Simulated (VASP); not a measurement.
A run of VASP 6.6.1 is set up as follows.

The input INCAR:

```
SYSTEM = CdTe
ALGO     = Normal         ! electronic algorithm
EDIFF    = 1E-7           ! SCF threshold, eV
ENCUT    = 520            ! plane-wave cutoff, eV
GGA      = PS             ! functional
ISIF     = 2              ! what is computed and relaxed
ISMEAR   = 0              ! smearing method
LASPH    = .TRUE.         ! aspherical terms in the spheres
LCHARG   = .FALSE.        ! write CHGCAR
LREAL    = .FALSE.        ! projectors in reciprocal space
LWAVE    = .FALSE.        ! write WAVECAR
NBANDS   = 16             ! bands
NELM     = 100            ! most SCF steps
PREC     = Accurate       ! precision mode
SIGMA    = 0.01           ! smearing width, eV
```

File KPOINTS:

```
k-points
0
G
  6 6 6
  0 0 0
```

The input POSCAR:

```
CdTe
1.0
    3.1125936684      3.1125936684      0.0000000000
   -3.1125936684      3.1125936684      0.0000000000
    0.0000000000      3.1125936684      3.1125936684
Cd Te
1 1
Direct
    0.0000000000      0.0000000000      0.0000000000
    0.7500000000      0.2500000000      0.5000000000
```

Potentials or basis: VASP PAW PBE potentials, release 64 (Cd, Te).

The run is started by

```sh
$ cat potpaw_PBE.64/Cd/POTCAR potpaw_PBE.64/Te/POTCAR > POTCAR
$ mpirun -np 1 vasp_std > vasp.out
```

**Question.** Predict the pressure.

**Answer.** 7.2 GPa.

**Question.** Estimate the band gap on the k mesh.

**Answer.** 1.03 eV, direct.

Caveat: the PAW data sets were made with another functional, which shifts forces and pressure a little; spin-orbit coupling is left out, which moves the levels of the heavy elements. PBEsol gaps usually lie below the measured ones, often by a third to a half.
